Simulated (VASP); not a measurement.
# AgI (F-43m) in VASP: notebook, part 2 of 3

VASP 6.6.1. The steps go on from the part before.

## (3) Vibrations by perturbation theory, PBEsol

This run uses another cell than the first one, of 33.54 Å³/atom.

INCAR

```
SYSTEM = AgI
ALGO = Normal ; EDIFF = 1E-8
ENCUT = 500 ; GGA = PS
GGA_COMPAT = .FALSE. ; IBRION = 8
ISIF = 2 ; ISMEAR = 0
LASPH = .TRUE. ; LCHARG = .FALSE.
LREAL = .FALSE. ; LWAVE = .FALSE.
NBANDS = 16 ; NELM = 120
NSW = 1 ; PREC = Accurate
SIGMA = 0.01
```

KPOINTS

```
k-points
0
G
  6 6 6
  0 0 0
```

POSCAR

```
AgI
1.0
    0.0000000000      3.2250452494      3.2250452494
    3.2250452494      0.0000000000      3.2250452494
    3.2250452494      3.2250452494      0.0000000000
Ag I
1 1
Direct
    0.0000000000      0.0000000000      0.0000000000
    0.7500000000      0.7500000000      0.7500000000
```

Potentials or basis: VASP PAW PBE potentials, release 64 (Ag, I).

Started as:

```bash
> cat potpaw_PBE.64/Ag/POTCAR potpaw_PBE.64/I/POTCAR > POTCAR
> mpirun -np 1 vasp_std > vasp.out
```

OUTCAR:

```text
SYSTEM = AgI
   EDIFF = 1E-8
   ENCUT = 500
   GGA = PS
   IBRION = 8
   ISIF = 2
   ISMEAR = 0
   LASPH = .TRUE.
   LREAL = .FALSE.
   NELM = 120
   NSW = 1
   PREC = Accurate

 ion  position               nearest neighbor table
   1  0.000  0.000  0.000-   2 2.79   2 2.79   2 2.79   2 2.79
   2  0.750  0.750  0.750-   1 2.79   1 2.79   1 2.79   1 2.79

  LATTYP: Found a face centered cubic cell.
 ALAT       =     6.4500904988

  Lattice vectors:

 A1 = (   0.0000000000,   3.2250452494,   3.2250452494)
 A2 = (   3.2250452494,   0.0000000000,   3.2250452494)
 A3 = (   3.2250452494,   3.2250452494,   0.0000000000)

Analysis of symmetry for initial positions (statically):
=====================================================================
 Subroutine PRICEL returns:
 Original cell was already a primitive cell.

 Routine SETGRP: Setting up the symmetry group for a
 face centered cubic supercell.

 Subroutine GETGRP returns: Found 24 space group operations
 (whereof 24 operations were pure point group operations)
 out of a pool of 48 trial point group operations.

The static configuration has the point symmetry T_d .

Analysis of symmetry for dynamics (positions and initial velocities):
=====================================================================
 Subroutine PRICEL returns:
 Original cell was already a primitive cell.

 Routine SETGRP: Setting up the symmetry group for a
 face centered cubic supercell.

 Subroutine GETGRP returns: Found 24 space group operations
 (whereof 24 operations were pure point group operations)
 out of a pool of 48 trial point group operations.

The dynamic configuration has the point symmetry T_d .

 Subroutine INISYM returns: Found 24 space group operations
 (whereof 24 operations are pure point group operations),
 and found     1 'primitive' translations

----------------------------------------------------------------------------------------

                                     Primitive cell

  volume of cell :      67.0869

  direct lattice vectors                    reciprocal lattice vectors
     0.000000000  3.225045249  3.225045249    -0.155036584  0.155036584  0.155036584
     3.225045249  0.000000000  3.225045249     0.155036584 -0.155036584  0.155036584
     3.225045249  3.225045249  0.000000000     0.155036584  0.155036584 -0.155036584

  length of vectors
     4.560902731  4.560902731  4.560902731     0.268531241  0.268531241  0.268531241

  position of ions in fractional coordinates (direct lattice)
     0.000000000  0.000000000  0.000000000
     0.750000000  0.750000000  0.750000000

  ion indices of the primitive-cell ions
   primitive index   ion index
                 1           1
[... 114 lines left out ...]

 E-fermi :   3.2850     XC(G=0):  -8.7319

 val. band max:        3.2406296481   @ k =   0.0000   0.0000   0.0000
 cond. band min:       4.4408765215   @ k =   0.0000   0.0000   0.0000
 fundamental gap:      1.2002468734
 Fermi energy:         3.2850286296

 k-point     1 :       0.0000    0.0000    0.0000
  band No.  band energies     occupation
      1      -9.7240      2.00000
      2      -1.1252      2.00000
      3      -1.1252      2.00000
      4      -1.1252      2.00000
      5       0.0626      2.00000
      6       0.0626      2.00000
[... 283 lines left out ...]
      5       0.0520      2.00000
      6       0.3198      2.00000
[... 8 lines left out ...]
     15      14.7343      0.00000
     16      14.9129      0.00000

------------------------ aborting loop because EDIFF is reached ----------------------------------------

  FORCE on cell =-STRESS in cart. coord.  units (eV):
  Direction    XX          YY          ZZ          XY          YZ          ZX
  --------------------------------------------------------------------------------------
  -------------------------------------------------------------------------------------
  Total       -0.0096342     -0.0096342     -0.0096342      0.0000000      0.0000000      0.0000000
  in kB       -0.2300854     -0.2300854     -0.2300854      0.0000000      0.0000000      0.0000000
  external PRESSURE =      -0.2300854 kB  Pullay stress =       0.0000000 kB

 VOLUME and BASIS-vectors are now :
 -----------------------------------------------------------------------------
  energy-cutoff  :      500.00
  volume of cell :       67.09
      direct lattice vectors                 reciprocal lattice vectors
     0.000000000  3.225045249  3.225045249    -0.155036584  0.155036584  0.155036584
     3.225045249  0.000000000  3.225045249     0.155036584 -0.155036584  0.155036584
     3.225045249  3.225045249  0.000000000     0.155036584  0.155036584 -0.155036584

 POSITION                                       TOTAL-FORCE (eV/Angst)
 -----------------------------------------------------------------------------------
      0.00000      0.00000      0.00000        -0.000000     -0.000000     -0.000000
      4.83757      4.83757      4.83757         0.000000      0.000000      0.000000
 -----------------------------------------------------------------------------------
    total drift:                               -0.000000     -0.000000     -0.000000

  FREE ENERGIE OF THE ION-ELECTRON SYSTEM (eV)
  ---------------------------------------------------
  free  energy   TOTEN  =        -5.4534958706 eV

  energy  without entropy=       -5.4534958706  energy(sigma->0) =       -5.45349587

[... ionic steps 2 to 3 ...]

--------------------------------------- Ionic step        4  -------------------------------------------

------------------------ aborting loop because EDIFF is reached ----------------------------------------

[... ionic steps 5 to 6 ...]

--------------------------------------- Ionic step        7  -------------------------------------------

 Free energy of the ion-electron system (eV)
  ---------------------------------------------------
  ---------------------------------------------------
  free energy    TOTEN  =        -0.08120528 eV

  energy without entropy =       -0.08120528

------------------------ aborting loop because EDIFF is reached ----------------------------------------

 INTERNAL STRAIN TENSOR  FOR ION    2  DIRECTION 1   (eV/Angst):
 -----------------------------------------------------------------------------
    -0.00643  0.00000  0.00000
     0.00000  0.02002  4.07601
     0.00000  4.07601  0.02002

 INTERNAL STRAIN TENSOR FOR ION    2 for displacements in x,y,z  (eV/Angst):
          X           Y           Z          XY          YZ          ZX
  --------------------------------------------------------------------------------
  x    -0.00000     0.00000     0.00000     0.00000     4.07601     0.00000
  y     0.00000    -0.00000     0.00000     0.00000     0.00000     4.07601
  z     0.00000     0.00000    -0.00000     4.07601     0.00000     0.00000

 SECOND DERIVATIVES (NOT SYMMETRIZED)
 ------------------------------------
               1X          1Y          1Z          2X          2Y          2Z
  1X    -2.423087    0.000000    0.000000    2.423087    0.000000    0.000000
  1Y     0.000000   -2.423087    0.000000    0.000000    2.423087    0.000000
  1Z     0.000000    0.000000   -2.423087    0.000000    0.000000    2.423087
  2X     2.431456    0.000000    0.000000   -2.431456    0.000000    0.000000
  2Y     0.000000    2.431456    0.000000    0.000000   -2.431456    0.000000
  2Z     0.000000    0.000000    2.431456    0.000000    0.000000   -2.431456

 Eigenvectors and eigenvalues of the dynamical matrix
 ----------------------------------------------------

   1 f  =    3.189473 THz    20.040048 2PiTHz  106.389359 cm-1    13.190594 meV
             X         Y         Z           dx          dy          dz
      0.000000  0.000000  0.000000    -0.000000   -0.000000    0.734633
      4.837568  4.837568  4.837568    -0.000000   -0.000000   -0.678465
[... 21 lines left out ...]
   6 f/i=    0.002741 THz     0.017220 2PiTHz    0.091417 cm-1     0.011334 meV
             X         Y         Z           dx          dy          dz
      0.000000  0.000000  0.000000    -0.299898    0.456846    0.402079
      4.837568  4.837568  4.837568    -0.324726    0.494667    0.435365

--------------------------------------------------------------------------------------------------------

 ELASTIC MODULI CONTR FROM IONIC RELAXATION (kBar)
 Direction    XX          YY          ZZ          XY          YZ          ZX
 --------------------------------------------------------------------------------
 XX          -0.0000      0.0000      0.0000     -0.0000      0.0000     -0.0000
 YY           0.0000     -0.0000     -0.0000     -0.0000     -0.0000      0.0000
 ZZ           0.0000     -0.0000     -0.0000      0.0000     -0.0000     -0.0000
 XY          -0.0000     -0.0000      0.0000   -179.1755     -0.0000      0.0000
 YZ           0.0000     -0.0000     -0.0000     -0.0000   -179.1755      0.0000
 ZX          -0.0000      0.0000     -0.0000      0.0000      0.0000   -179.1755
 --------------------------------------------------------------------------------
```

stdout:

```text
POSCAR found type information on POSCAR AgI
 POSCAR found :  2 types and       2 ions
 scaLAPACK will be used
 -----------------------------------------------------------------------------
|                                                                             |
|                                                                             |
|     You enforced a specific xc type in the INCAR file but a different       |
|     I HOPE YOU KNOW WHAT YOU ARE DOING!                                     |
|                                                                             |
 -----------------------------------------------------------------------------

 LDA part: xc-table for (Slater+PW92), standard interpolation
 POSCAR, INCAR and KPOINTS ok, starting setup
 FFT: planning ... GRIDC
 FFT: planning ... GRID_SOFT
 FFT: planning ... GRID
 WAVECAR not read
 entering main loop
 Linear response reoptimize wavefunctions to high precision
 Linear response DOF=           2
 Linear response progress:
 first order change of Fermi-energy  -0.33775E-04
 force on displaced ion       1 direction 1 :  -2.423   0.000   0.000
 Linear response progress:
 first order change of Fermi-energy   0.36883E-03
 force on displaced ion       2 direction 1 :  -2.431   0.000   0.000
 Linear response finished
```

Wall time 2.9 min (1 thread of Intel Xeon Platinum 8375C at 2.90GHz (Ice Lake), shared host); peak memory 0.31 GiB.

Results:

```yaml
Highest_phonon_frequency_at_Γ_LO-TO_splitting_left_out: 106 cm⁻¹
```

Phonon frequencies in cm⁻¹ (negative: imaginary):
```csv
q point,frequencies
"(0.000, 0.000, 0.000)",0 0 0 106 106 106
```

Caveat: the PAW data sets were made with another functional, which shifts forces and pressure a little; spin-orbit coupling is left out, which moves the levels of the heavy elements.

## (4) Vibrations by perturbation theory, PBEsol

This run uses another cell than the first one, of 33.54 Å³/atom.

INCAR

```
PREC     = Accurate       # precision mode
ENCUT    = 500            # plane-wave cutoff, eV
EDIFF    = 1E-8           # SCF threshold, eV
ISMEAR   = 0              # smearing method
SIGMA    = 0.01           # smearing width, eV
LREAL    = F              # projectors in reciprocal space
LASPH    = T              # aspherical terms in the spheres
NELM     = 120            # most SCF steps
ALGO     = Normal         # electronic algorithm
ISIF     = 2              # what is computed and relaxed
LWAVE    = F              # write WAVECAR
LCHARG   = T              # write CHGCAR
GGA      = PS             # functional
IBRION   = 8              # ionic algorithm
NSW      = 1              # ionic steps
LEPSILON = T              # dielectric tensor by DFPT
GGA_COMPAT= F
```

KPOINTS

```
Automatic mesh
0
Gamma
  6 6 6
```

POSCAR is that of step 3.

Potentials or basis: VASP PAW PBE potentials, release 64 (Ag, I).

Started as:

```bash
> cat potpaw_PBE.64/Ag/POTCAR potpaw_PBE.64/I/POTCAR > POTCAR
> mpirun -np 1 vasp_std > vasp.out
```

OUTCAR:

```text
PREC = Accurate
   ENCUT = 500
   EDIFF = 1E-8
   ISMEAR = 0
   LREAL = F
   LASPH = T
   NELM = 120
   ISIF = 2
   GGA = PS
   IBRION = 8
   NSW = 1
   LEPSILON = T

 ion  position               nearest neighbor table
   1  0.000  0.000  0.000-   2 2.79   2 2.79   2 2.79   2 2.79
   2  0.750  0.750  0.750-   1 2.79   1 2.79   1 2.79   1 2.79

  LATTYP: Found a face centered cubic cell.
 ALAT       =     6.4500904988

  Lattice vectors:

 A1 = (   0.0000000000,   3.2250452494,   3.2250452494)
 A2 = (   3.2250452494,   0.0000000000,   3.2250452494)
 A3 = (   3.2250452494,   3.2250452494,   0.0000000000)

Analysis of symmetry for initial positions (statically):
=====================================================================
 Subroutine PRICEL returns:
 Original cell was already a primitive cell.

 Routine SETGRP: Setting up the symmetry group for a
 face centered cubic supercell.

 Subroutine GETGRP returns: Found 24 space group operations
 (whereof 24 operations were pure point group operations)
 out of a pool of 48 trial point group operations.

The static configuration has the point symmetry T_d .

Analysis of symmetry for dynamics (positions and initial velocities):
=====================================================================
 Subroutine PRICEL returns:
 Original cell was already a primitive cell.

 Routine SETGRP: Setting up the symmetry group for a
 face centered cubic supercell.

[... 503 lines left out ...]

 PIEZOELECTRIC TENSOR (including local field effects)  for field in x, y, z        (C/m^2)
          XX          YY          ZZ          XY          YZ          ZX
  --------------------------------------------------------------------------------
  x     0.00000     0.00000    -0.00000     0.00000     0.33471     0.00000
  y     0.00000    -0.00000     0.00000     0.00000     0.00000     0.33471
  z    -0.00000     0.00000     0.00000     0.33471     0.00000     0.00000

 BORN EFFECTIVE CHARGES (including local field effects) (in |e|, cummulative output)
 ---------------------------------------------------------------------------------
 ion    1
    1     1.27327     0.00000     0.00000
    2     0.00000     1.27327     0.00000
    3    -0.00000    -0.00000     1.27327
 ion    2
    1    -1.27327     0.00000     0.00000
    2     0.00000    -1.27327     0.00000
    3     0.00000     0.00000    -1.27327

 INTERNAL STRAIN TENSOR FOR ION    2 for displacements in x,y,z  (eV/Angst):
          X           Y           Z          XY          YZ          ZX
  --------------------------------------------------------------------------------
  x     0.00000    -0.00000    -0.00000     0.00000     4.07652     0.00000
  y     0.00000     0.00000     0.00000     0.00000     0.00000     4.07652
  z    -0.00000    -0.00000     0.00000     4.07652     0.00000     0.00000

 SECOND DERIVATIVES (NOT SYMMETRIZED)
 ------------------------------------
               1X          1Y          1Z          2X          2Y          2Z
  1X    -2.423366    0.000000    0.000000    2.423366    0.000000    0.000000
  1Y     0.000000   -2.423366    0.000000    0.000000    2.423366    0.000000
  1Z     0.000000    0.000000   -2.423366    0.000000    0.000000    2.423366
  2X     2.429858    0.000000    0.000000   -2.429858    0.000000    0.000000
  2Y     0.000000    2.429858    0.000000    0.000000   -2.429858    0.000000
  2Z     0.000000    0.000000    2.429858    0.000000    0.000000   -2.429858

 Eigenvectors and eigenvalues of the dynamical matrix
 ----------------------------------------------------

   1 f  =    3.189089 THz    20.037636 2PiTHz  106.376555 cm-1    13.189006 meV
             X         Y         Z           dx          dy          dz
      0.000000  0.000000  0.000000     0.000000    0.734763    0.000000
      4.837568  4.837568  4.837568     0.000000   -0.678324    0.000000
[... 21 lines left out ...]
   6 f/i=    0.002126 THz     0.013357 2PiTHz    0.070912 cm-1     0.008792 meV
             X         Y         Z           dx          dy          dz
      0.000000  0.000000  0.000000     0.000000    0.000000   -0.678324
      4.837568  4.837568  4.837568     0.000000    0.000000   -0.734763

--------------------------------------------------------------------------------------------------------

 MACROSCOPIC STATIC DIELECTRIC TENSOR IONIC CONTRIBUTION
 ------------------------------------------------------
           1.802055     0.000000     0.000000
           0.000000     1.802055    -0.000000
           0.000000    -0.000000     1.802055
 ------------------------------------------------------

 ELASTIC MODULI CONTR FROM IONIC RELAXATION (kBar)
 Direction    XX          YY          ZZ          XY          YZ          ZX
 --------------------------------------------------------------------------------
 XX          -0.0000     -0.0000      0.0000      0.0000     -0.0000     -0.0000
 YY          -0.0000     -0.0000     -0.0000      0.0000      0.0000     -0.0000
 ZZ           0.0000     -0.0000     -0.0000     -0.0000      0.0000     -0.0000
 XY           0.0000      0.0000     -0.0000   -179.2626     -0.0000      0.0000
 YZ          -0.0000      0.0000      0.0000     -0.0000   -179.2626     -0.0000
 ZX          -0.0000     -0.0000     -0.0000      0.0000     -0.0000   -179.2626
 --------------------------------------------------------------------------------

 PIEZOELECTRIC TENSOR IONIC CONTR  for field in x, y, z        (C/m^2)
          XX          YY          ZZ          XY          YZ          ZX
  --------------------------------------------------------------------------------
  x    -0.00000     0.00000     0.00000    -0.00000    -0.53481    -0.00000
  y    -0.00000    -0.00000    -0.00000     0.00000    -0.00000    -0.53481
  z     0.00000     0.00000    -0.00000    -0.53481    -0.00000     0.00000
```

OSZICAR:

```text
N       E                     dE             d eps       ncg     rms          rms(c)
DAV:   1     0.923024402422E+02    0.92302E+02   -0.77682E+03   424   0.113E+03
DAV:   2    -0.172604685389E+01   -0.94028E+02   -0.88095E+02   466   0.224E+02
DAV:   3    -0.552275048447E+01   -0.37967E+01   -0.37843E+01   501   0.466E+01
DAV:   4    -0.558196825603E+01   -0.59218E-01   -0.59213E-01   566   0.573E+00
[... 164 lines left out ...]
RMM:   5    -0.812020931273E-01   -0.16385E-04   -0.38102E-07  1996   0.537E-03    0.297E-03
RMM:   6    -0.812050606495E-01   -0.29675E-05   -0.61650E-08  2008   0.239E-03    0.627E-04
RMM:   7    -0.812050796402E-01   -0.18991E-07    0.20371E-08  2035   0.579E-04    0.114E-04
RMM:   8    -0.812053084852E-01   -0.22885E-06    0.30635E-09  2070   0.181E-04    0.381E-05
RMM:   9    -0.812053034763E-01    0.50090E-08   -0.53886E-09  1950   0.685E-05    0.139E-05
 Linear response finished
```

Run time: 7.2 min. Hardware: 1 thread of Intel Xeon Platinum 8375C at 2.90GHz (Ice Lake), shared host; peak memory 0.31 GiB.

Results:

```yaml
Electronic_dielectric_tensor_diagonal: 6.07
Born_charges_mean_of_the_diagonal: Ag +1.27; I -1.27 e
Highest_phonon_frequency_at_Γ_LO-TO_splitting_left_out: 106 cm⁻¹
```

Phonon frequencies in cm⁻¹ (negative: imaginary):
| q point | frequencies |
| --- | --- |
| (0.000, 0.000, 0.000) | 0 0 0 106 106 106 |

Electronic dielectric tensor:
```
6.07 0.00 0.00
0.00 6.07 0.00
0.00 0.00 6.07
```

Born effective charge tensors (e):
atom 1, Ag
```
1.27 0.00 0.00
0.00 1.27 0.00
0.00 0.00 1.27
```
atom 2, I
```
-1.27  0.00  0.00
 0.00 -1.27  0.00
 0.00  0.00 -1.27
```

Caveat: the PAW data sets were made with another functional, which shifts forces and pressure a little; spin-orbit coupling is left out, which moves the levels of the heavy elements.

[end of part 2 of 3]
